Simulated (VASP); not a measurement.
# Al (P-3m1) in VASP: vibrations by perturbation theory with PBE

Aim: the vibrations by perturbation theory of Al with PBE.

All numbers are computed with VASP 6.6.1; they aren't measurements. Logs are shortened: lines on timing, memory, paths and dates and some standing lists are left out, and cuts for length are marked.

## 1. The cell of the first run

Symmetry: P-3m1, No. 164, trigonal system. The conventional cell has a = 2.866 Å, b = 2.866 Å, c = 11.651 Å, α = 90.00°, β = 90.00°, γ = 120.00°. Within 3.7 Å of Al (site symmetry 3m) lie 12 Al at 2.85 to 2.87 Å. Al (site symmetry -3m) has 12 Al at 2.85 to 2.87 Å within 3.7 Å. Within 3.8 Å of Al (site symmetry 3m) lie 12 Al at 2.86 to 2.88 Å.

## 2. Vibrations by perturbation theory, PBE

Input file INCAR:

```
SYSTEM = Al
  ALGO = Normal
  EDIFF = 1E-8
  ENCUT = 520
  GGA = PE
  IBRION = 8
  ISIF = 2
  ISMEAR = -1
  LASPH = .True.
  LCHARG = .False.
  LREAL = .False.
  LWAVE = .False.
  NBANDS = 16
  NELM = 100
  NSW = 1
  PREC = Accurate
  SIGMA = 0.15
```

Input file KPOINTS:

```
k-points
0
Gamma
  18 18 4
  0 0 0
```

Input file POSCAR:

```
Al
1.0
    2.8663738117      0.0000000000      0.0000000000
   -1.4331869059      2.4823525377      0.0000000000
    0.0000000000      0.0000000000     11.6512332772
Al
5
Direct
    0.6666666667      0.3333333333      0.8013751229
    0.0000000000      0.0000000000      0.0000000000
    0.3333333333      0.6666666667      0.1986248771
    0.6666666667      0.3333333333      0.3989012411
    0.3333333333      0.6666666667      0.6010987589
```

Potentials or basis: VASP PAW PBE potentials, release 64 (Al).

Run with:

```console
$ cat potpaw_PBE.64/Al/POTCAR > POTCAR
$ mpirun -np 1 vasp_std > vasp.out
```

OUTCAR:

```text
SYSTEM = Al
   EDIFF = 1E-8
   ENCUT = 520
   GGA = PE
   IBRION = 8
   ISIF = 2
   ISMEAR = -1
   LASPH = .True.
   LREAL = .False.
   NELM = 100
   NSW = 1
   PREC = Accurate

 ion  position               nearest neighbor table
   1  0.667  0.333  0.801-   2 2.85   2 2.85   2 2.85   5 2.86   5 2.86   5 2.86
   2  0.000  0.000  0.000-   1 2.85   3 2.85   1 2.85   3 2.85   1 2.85   3 2.85
   3  0.333  0.667  0.199-   2 2.85   2 2.85   2 2.85   4 2.86   4 2.86   4 2.86
   4  0.667  0.333  0.399-   3 2.86   3 2.86   3 2.86   5 2.88   5 2.88   5 2.88
   5  0.333  0.667  0.601-   1 2.86   1 2.86   1 2.86   4 2.88   4 2.88   4 2.88

  LATTYP: Found a hexagonal cell.
 ALAT       =     2.8663738117
 C/A-ratio  =     4.0647989560

  Lattice vectors:

 A1 = (   2.8663738117,   0.0000000000,   0.0000000000)
 A2 = (  -1.4331869059,   2.4823525377,   0.0000000000)
 A3 = (   0.0000000000,   0.0000000000,  11.6512332772)

Analysis of symmetry for initial positions (statically):
=====================================================================
 Subroutine PRICEL returns:
 Original cell was already a primitive cell.

 Routine SETGRP: Setting up the symmetry group for a
 hexagonal supercell.

 Subroutine GETGRP returns: Found 12 space group operations
 (whereof 12 operations were pure point group operations)
 out of a pool of 24 trial point group operations.

The static configuration has the point symmetry D_3d.

Analysis of symmetry for dynamics (positions and initial velocities):
=====================================================================
 Subroutine PRICEL returns:
 Original cell was already a primitive cell.

 Routine SETGRP: Setting up the symmetry group for a
 hexagonal supercell.

 Subroutine GETGRP returns: Found 12 space group operations
 (whereof 12 operations were pure point group operations)
 out of a pool of 24 trial point group operations.

The dynamic configuration has the point symmetry D_3d.

 Subroutine INISYM returns: Found 12 space group operations
 (whereof 12 operations are pure point group operations),
 and found     1 'primitive' translations

----------------------------------------------------------------------------------------

                                     Primitive cell

  volume of cell :      82.9026

  direct lattice vectors                    reciprocal lattice vectors
     2.866373812  0.000000000  0.000000000     0.348872850  0.201421834  0.000000000
    -1.433186906  2.482352538  0.000000000     0.000000000  0.402843667  0.000000000
     0.000000000  0.000000000 11.651233277     0.000000000  0.000000000  0.085827824

  length of vectors
     2.866373812  2.866373812 11.651233277     0.402843667  0.402843667  0.085827824

  position of ions in fractional coordinates (direct lattice)
     0.666666667  0.333333333  0.801375123
     0.000000000  0.000000000  0.000000000
     0.333333333  0.666666667  0.198624877
     0.666666667  0.333333333  0.398901241
     0.333333333  0.666666667  0.601098759

  ion indices of the primitive-cell ions
   primitive index   ion index
                 1           1
                 2           2
                 3           3
                 4           4
                 5           5

----------------------------------------------------------------------------------------

 KPOINTS: k-points

Automatic generation of k-mesh.
 Grid dimensions read from file:
 generate k-points for:   18   18    4

 Generating k-lattice:

  Cartesian coordinates                     Fractional coordinates (reciprocal lattice)
[... 101 lines left out ...]

 Free energy of the ion-electron system (eV)
  ---------------------------------------------------
  ext. energy  EPLUGINS =         0.00000000
  ---------------------------------------------------
  free energy    TOTEN  =       -18.75066505 eV

  energy without entropy =      -18.59865478  energy(sigma->0) =      -18.67465991

 E-fermi :   7.9401     XC(G=0): -10.1794

 val. band max:        7.9355219927   @ k =   0.5000  -0.0000   0.2500
 cond. band min:       7.9441917818   @ k =   0.2222   0.2222   0.0000
 fundamental gap:      0.0086697891
 Fermi energy:         7.9400798950

 k-point     1 :       0.0000    0.0000    0.0000
  band No.  band energies     occupation
      1      -3.1544      2.00000
      2      -2.0719      2.00000
      3      -2.0584      2.00000
      4       1.1219      2.00000
      5       1.1691      2.00000
      6       6.3412      1.99995
[... 433 lines left out ...]
      3       2.7768      2.00000
      4       4.2638      2.00000
      5       5.0832      2.00000
      6       5.3179      2.00000
[... 8 lines left out ...]
     15      11.9949      0.00000
     16      13.6191      0.00000

 [... further k-points ...]

------------------------ aborting loop because EDIFF is reached ----------------------------------------

  FORCE on cell =-STRESS in cart. coord.  units (eV):
  Direction    XX          YY          ZZ          XY          YZ          ZX
  --------------------------------------------------------------------------------------
  -------------------------------------------------------------------------------------
  Total       -0.0192000     -0.0192000     -0.0157928      0.0000000     -0.0000000      0.0000000
  in kB       -0.3710594     -0.3710594     -0.3052116      0.0000000     -0.0000000      0.0000000
  external PRESSURE =      -0.3491101 kB  Pullay stress =       0.0000000 kB

 VOLUME and BASIS-vectors are now :
 -----------------------------------------------------------------------------
  energy-cutoff  :      520.00
  volume of cell :       82.90
      direct lattice vectors                 reciprocal lattice vectors
     2.866373812  0.000000000  0.000000000     0.348872850  0.201421834  0.000000000
    -1.433186906  2.482352538  0.000000000     0.000000000  0.402843667  0.000000000
     0.000000000  0.000000000 11.651233277     0.000000000  0.000000000  0.085827824

 POSITION                                       TOTAL-FORCE (eV/Angst)
 -----------------------------------------------------------------------------------
      1.43319      0.82745      9.33701         0.000000     -0.000000      0.000644
      0.00000      0.00000      0.00000         0.000000      0.000000      0.000000
     -0.00000      1.65490      2.31422         0.000000      0.000000     -0.000644
      1.43319      0.82745      4.64769         0.000000     -0.000000     -0.000639
     -0.00000      1.65490      7.00354        -0.000000      0.000000      0.000639
 -----------------------------------------------------------------------------------
    total drift:                                0.000000     -0.000000     -0.000000

  FREE ENERGIE OF THE ION-ELECTRON SYSTEM (eV)
  ---------------------------------------------------
  free  energy   TOTEN  =       -18.7506650471 eV

  energy  without entropy=      -18.5986547822  energy(sigma->0) =      -18.67465991

[... ionic steps 2 to 12 ...]

--------------------------------------- Ionic step       13  -------------------------------------------

------------------------ aborting loop because EDIFF is reached ----------------------------------------

[... ionic steps 14 to 14 ...]

--------------------------------------- Ionic step       15  -------------------------------------------

 Free energy of the ion-electron system (eV)
  ---------------------------------------------------
  ---------------------------------------------------
  free energy    TOTEN  =        -0.01803194 eV

  energy without entropy =       -0.01802970

------------------------ aborting loop because EDIFF is reached ----------------------------------------

 INTERNAL STRAIN TENSOR  FOR ION    4  DIRECTION 3   (eV/Angst):
 -----------------------------------------------------------------------------
    -0.10665  0.00000  0.00000
    -0.00000 -0.10665 -0.00000
    -0.00000  0.00000 -0.26347

 INTERNAL STRAIN TENSOR FOR ION    5 for displacements in x,y,z  (eV/Angst):
          X           Y           Z          XY          YZ          ZX
  --------------------------------------------------------------------------------
  x     0.00000    -0.00000     0.00000    -0.19868    -0.00000     0.50643
  y    -0.19868     0.19868     0.00000    -0.00000     0.47473    -0.00000
  z     0.10665     0.10665     0.26347    -0.00000    -0.00000     0.00000

 SECOND DERIVATIVES (NOT SYMMETRIZED)
 ------------------------------------
               1X          1Y          1Z          2X          2Y          2Z          3X          3Y          3Z          4X          4Y          4Z          5X          5Y          5Z
  1X    -0.986400    0.000000   -0.000000    0.531638   -0.000000   -0.000000    0.068138   -0.000000   -0.000000   -0.117438    0.000000    0.000000    0.504061   -0.000000    0.000000
  1Y     0.000000   -0.986400   -0.000000   -0.000000    0.531638    0.000000   -0.000000    0.068138    0.000000    0.000000   -0.117438    0.000000   -0.000000    0.504061    0.000000
  1Z    -0.000000    0.000000   -5.169362    0.000000   -0.000000    2.749282    0.000000    0.000000   -0.066755    0.000000    0.000000   -0.079833   -0.000000   -0.000000    2.566669
  2X     0.531060   -0.000000    0.000000   -1.184584    0.000000    0.000000    0.531060   -0.000000    0.000000    0.061232   -0.000000    0.000000    0.061232   -0.000000    0.000000
  2Y    -0.000000    0.531060    0.000000    0.000000   -1.184584    0.000000   -0.000000    0.531060    0.000000   -0.000000    0.061232    0.000000   -0.000000    0.061232    0.000000
  2Z    -0.000000   -0.000000    2.743143    0.000000    0.000000   -5.354155   -0.000000   -0.000000    2.743143    0.000000   -0.000000   -0.066065    0.000000    0.000000   -0.066065
  3X     0.068138   -0.000000   -0.000000    0.531638   -0.000000   -0.000000   -0.986400    0.000000   -0.000000    0.504061   -0.000000    0.000000   -0.117438    0.000000    0.000000
  3Y    -0.000000    0.068138    0.000000   -0.000000    0.531638    0.000000    0.000000   -0.986400   -0.000000   -0.000000    0.504061    0.000000    0.000000   -0.117438    0.000000
  3Z     0.000000    0.000000   -0.066755    0.000000   -0.000000    2.749282   -0.000000    0.000000   -5.169362   -0.000000   -0.000000    2.566669    0.000000    0.000000   -0.079833
  4X    -0.116813    0.000000   -0.000000    0.061396   -0.000000   -0.000000    0.503902   -0.000000    0.000000   -0.914832    0.000000   -0.000000    0.466347   -0.000000   -0.000000
  4Y     0.000000   -0.116813    0.000000   -0.000000    0.061396    0.000000   -0.000000    0.503902    0.000000    0.000000   -0.914832    0.000000   -0.000000    0.466347    0.000000
  4Z    -0.000000    0.000000   -0.074155    0.000000    0.000000   -0.068273   -0.000000   -0.000000    2.567105    0.000000    0.000000   -4.809067   -0.000000   -0.000000    2.384390
  5X     0.503902   -0.000000    0.000000    0.061396   -0.000000   -0.000000   -0.116813    0.000000   -0.000000    0.466347   -0.000000   -0.000000   -0.914832    0.000000   -0.000000
  5Y    -0.000000    0.503902    0.000000   -0.000000    0.061396    0.000000    0.000000   -0.116813    0.000000   -0.000000    0.466347    0.000000    0.000000   -0.914832    0.000000
  5Z    -0.000000   -0.000000    2.567105    0.000000    0.000000   -0.068273   -0.000000    0.000000   -0.074155   -0.000000   -0.000000    2.384390    0.000000    0.000000   -4.809067

 Eigenvectors and eigenvalues of the dynamical matrix
 ----------------------------------------------------

   1 f  =    9.353339 THz    58.768765 2PiTHz  311.993820 cm-1    38.682286 meV
             X         Y         Z           dx          dy          dz
      1.433187  0.827451  9.337008     0.000000   -0.000000   -0.505672
      0.000000  0.000000  0.000000     0.000000   -0.000000    0.650934
     -0.000000  1.654902  2.314225    -0.000000   -0.000000   -0.505672
      1.433187  0.827451  4.647691     0.000000   -0.000000    0.180108
     -0.000000  1.654902  7.003542    -0.000000   -0.000000    0.180108
[... 105 lines left out ...]
  15 f/i=    0.003351 THz     0.021056 2PiTHz    0.111782 cm-1     0.013859 meV
             X         Y         Z           dx          dy          dz
      1.433187  0.827451  9.337008    -0.000000    0.000000   -0.447294
      0.000000  0.000000  0.000000    -0.000000    0.000000   -0.447632
     -0.000000  1.654902  2.314225    -0.000000    0.000000   -0.447294
      1.433187  0.827451  4.647691    -0.000000    0.000000   -0.446924
     -0.000000  1.654902  7.003542    -0.000000    0.000000   -0.446924

--------------------------------------------------------------------------------------------------------

 ELASTIC MODULI CONTR FROM IONIC RELAXATION (kBar)
 Direction    XX          YY          ZZ          XY          YZ          ZX
 --------------------------------------------------------------------------------
 XX          -1.5712      1.1342     -0.6249      0.0000      5.0984     -0.0000
 YY           1.1342     -1.5712     -0.6249      0.0000     -5.0984      0.0000
 ZZ          -0.6249     -0.6249     -1.7997      0.0000      0.0000     -0.0000
 XY           0.0000      0.0000      0.0000     -1.3527      0.0000      5.3967
 YZ           5.0984     -5.0984      0.0000      0.0000    -30.6804      0.0000
 ZX          -0.0000      0.0000     -0.0000      5.3967      0.0000    -34.0293
 --------------------------------------------------------------------------------
```

Run time: 1.6 h. Hardware: 1 thread of Oxide Virtual Turin-like, shared host; peak memory 1.5 GiB.

Results:

```
Highest phonon frequency at Γ : 312 cm⁻¹
```

Phonon frequencies in cm⁻¹ (negative: imaginary):
```csv
q point,frequencies
"(0.000, 0.000, 0.000)",0 0 0 76 76 85 85 136 136 137 137 183 184 301 312
```
